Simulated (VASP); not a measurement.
Write the native input for VASP 6.6.1 that does the following.

| Property | Result |
| --- | --- |
| Task | relaxation of the atoms |
| Functional | PBE |
| Potentials or basis | VASP PAW PBE potentials, release 64 (S, H, C, F) |
| Cutoff | 520 eV |
| k mesh | 1 × 1 × 1 |
| Occupations | fermi-dirac, width 0.02 eV |
| Spin | no spin polarisation |
| Dipole correction | no |
| Further INCAR settings | LREAL = Auto; ALGO = Normal; EDIFF = 1e-07; IBRION = 2; EDIFFG = -0.3; NSW = 35 |

The structure of H2CSF4 lies in POSCAR:

```
H2CSF4
1.0
    9.2255750000      0.0000000000      0.0000000000
    0.0000000000      9.2255750000      0.0000000000
    0.0000000000      0.0000000000      9.2255750000
S H C F
4 8 4 16
Direct
    0.3812762000      0.6638199000      0.4322739000
    0.6673686000      0.0525519000      0.7984041000
    0.1217833000      0.1107511000      0.9743030000
    0.9578165000      0.4319241000      0.5021474000
    0.2859674000      0.5789028000      0.3630964000
    0.4101330000      0.5635807000      0.5332669000
    0.7914051000      0.1060174000      0.8516639000
    0.6458327000     -0.0342949000      0.9127459000
    0.0419077000      0.0614048000      0.8635553000
    0.2474278000      0.0843711000      0.9064962000
    1.0059257000      0.3658051000      0.3821725000
    1.0161636000      0.3325797000      0.5905018000
    0.5117711000      0.3123335000      0.2112434000
    0.5401411000      0.6647777000      0.8710084000
    0.9597550000      0.9858425000      0.4570791000
    0.1201269000      0.5557832000      0.0373159000
    0.3747941000      0.3416778000      0.2449453000
    0.5743922000      0.4304737000      0.1575679000
    0.5823479000      0.2700982000      0.3295426000
    0.5155501000      0.2070842000      0.1129180000
    0.5998181000      0.7695709000      0.9498541000
    0.4660254000      0.5761654000      0.9571147000
    0.4511298000      0.7226979000      0.7736338000
    0.6435913000      0.5906768000      0.8034310000
    1.0224645000      1.0855977000      0.5400008000
    0.8498207000      0.9261536000      0.5285723000
    0.9107509000      1.0475496000      0.3364540000
    1.0559840000      0.8840692000      0.4232893000
    0.1872681000      0.5869009000      0.1609417000
   -0.0035048000      0.4874467000      0.0656869000
    0.0922869000      0.6777092000     -0.0342282000
    0.2044575000      0.4710760000     -0.0431368000
```

One way to write it, as run:

INCAR

```
SYSTEM = H2CSF4
  PREC = Accurate
  ENCUT = 520
  EDIFF = 1E-7
  ISMEAR = -1
  SIGMA = 0.02
  LREAL = Auto
  LASPH = .TRUE.
  NELM = 80
  ALGO = Normal
  ISIF = 2
  LWAVE = .FALSE.
  LCHARG = .FALSE.
  GGA = PE
  IBRION = 2
  NSW = 35
  EDIFFG = -0.3
```

KPOINTS

```
regular mesh
0
G
  1 1 1
  0 0 0
```

Potentials or basis: VASP PAW PBE potentials, release 64 (S, H, C, F).

Launch:

```sh
$ cat potpaw_PBE.64/S/POTCAR potpaw_PBE.64/H/POTCAR potpaw_PBE.64/C/POTCAR potpaw_PBE.64/F/POTCAR > POTCAR
$ mpirun -np 1 vasp_gam > vasp.out
```

Results of the run:

| Property | Result |
| --- | --- |
| Energy gained by relaxing | 4.5 meV/atom |
| Ionic steps | 4 |
| Pressure after relaxing | 0.3 GPa |
| Largest force after relaxing | 0.295 eV/Å |
| Band gap on the k mesh | 4.01 eV |

Caveat: the k points lie up to 0.68 Å⁻¹ apart; the relaxation stopped at a loose force limit of 0.3 eV/Å, so its end isn't a converged minimum.

Run time: 3.2 min on 1 thread of AMD EPYC 9R45 (Zen 5) (shared host), peak memory 0.74 GiB.
